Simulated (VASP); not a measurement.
# Yb: single point with PBE

The system is Yb.

```
Yb
1.0
    -2.09053    2.09053    2.09053
     2.09053   -2.09053    2.09053
     2.09053    2.09053   -2.09053
Yb
1
Direct
  0.00000 0.00000 0.00000
```

```yaml
Program: VASP 6.6.1
Task: single point
Functional: PBE
Potentials_or_basis: VASP PAW PBE potentials, release 64 (Yb)
Cutoff: 520 eV
k_mesh: 6 × 6 × 6
Occupations: gaussian, width 0.05 eV
Spin: no spin polarisation
Dipole_correction: no
Further_INCAR_settings: ALGO = Fast; EDIFF = 1e-06; NBANDS = 18
```

- Pressure: -2.8 GPa
- Band gap on the k mesh: zero (band 12 reaches 1.65 eV, above the bottom of band 13 at 1.23 eV)

Levels at points of the mesh, in eV from the Fermi level:
```tsv
k point	band 8	band 9	band 10	band 11	band 12	band 13	band 14	band 15	band 16	band 17
(0.00, 0.00, 0.00)	-0.34	-0.22	-0.22	-0.22	-0.19	2.98	2.98	2.98	4.84	4.84
(0.50, 0.00, 0.00)	-0.30	-0.25	-0.24	-0.22	-0.21	1.39	1.31	4.55	5.56	7.52
(0.50, 0.50, 0.50)	-0.30	-0.30	-0.30	-0.21	-0.21	-0.21	5.16	5.16	5.17	6.77
```

Run time: 35 s on 1 thread of Intel(R) Xeon(R) Platinum 8559C (Emerald Rapids), with other jobs on the host, peak memory 0.17 GiB.

Caveat: spin-orbit coupling is left out, which moves the levels of the heavy elements. Spin polarisation is off, so any magnetic state and its effect on volume and gap are missing.
